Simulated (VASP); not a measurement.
Hg3P2, 5 atoms in the cell. Symmetry: R-3m, No. 166, trigonal system. The conventional cell has a = 7.237 Å, b = 7.237 Å, c = 10.798 Å, α = 90.00°, β = 90.00°, γ = 120.00°. Within 3.2 Å of Hg (site symmetry 2/m) lie 2 P at 2.45 Å. P (site symmetry 3m) has 3 Hg at 2.45 Å within 3.2 Å. 

| Property | Result |
| --- | --- |
| Program | VASP 6.6.1 |
| Task | single point |
| Functional | PBE |
| Potentials or basis | VASP PAW PBE potentials, release 64 (Hg_sv_GW, P) |
| Cutoff | 410 eV |
| k mesh | 6 × 6 × 6 |
| Occupations | gaussian, width 0.02 eV |
| Spin | no spin polarisation |
| Dipole correction | no |
| k mesh for the DOS | 9 × 9 × 9 |
| Occupations for the DOS | tetrahedron |
| Further INCAR settings | ALGO = Normal; EDIFF = 1e-06 |

Potentials or basis: VASP PAW PBE potentials, release 64 (Hg_sv_GW, P).

The run is started by

```sh
$ cat potpaw_PBE.64/Hg_sv_GW/POTCAR potpaw_PBE.64/P/POTCAR > POTCAR
$ cp INCAR.step1 INCAR
$ cp KPOINTS.step1 KPOINTS
$ mpirun -np 1 vasp_std > vasp.out
$ cp INCAR.step2 INCAR
$ cp KPOINTS.step2 KPOINTS
$ mpirun -np 1 vasp_std > vasp.out
```

Hardware: 1 thread of Intel(R) Xeon(R) Platinum 8259CL CPU @ 2.50GHz (Skylake/Cascade Lake) (shared host).

**Question.** Estimate the wall time of this run.

**Answer.** Wall time 6.4 min on 1 thread of Intel(R) Xeon(R) Platinum 8259CL CPU @ 2.50GHz (Skylake/Cascade Lake), on a shared host, peak memory 0.45 GiB. Counts: k points 85.
